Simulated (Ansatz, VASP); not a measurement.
# One calculation of Hf, two programs

```xyz
1
Lattice="-1.2867 1.2867 1.2867 1.2867 -1.2867 1.2867 1.2867 1.2867 -1.2867" Properties=species:S:1:pos:R:3 pbc="T T T"
Hf    0.0000    0.0000    0.0000
```

Change from the starting cell: volume scaled by 0.4, LAPW.

Alike in both runs: task single point; functional PBEsol; k mesh 15 × 15 × 15; occupations fermi-dirac, width 0.08 eV; no spin polarisation.

```csv
,VASP,Ansatz
version,VASP 6.6.1,Ansatz 0.2.0
potentials or method,"VASP PAW PBE potentials, release 64 (Hf_pv), cutoff 520 eV","all-electron LAPW, scalar-relativistic"
```

|  | VASP | Ansatz | Ansatz less VASP |
| --- | --- | --- | --- |
| pressure (GPa) | 535.9 | 544.6 | +8.71 |

VASP's potentials were made for PBE, not for PBEsol. Both programs put the cell under a high pressure, so it lies far from rest at this level. Ansatz ran all-electron here, and VASP with PAW potentials.

Spin-orbit coupling is off throughout. Noted on VASP's run: the cell as given lies far from equilibrium.
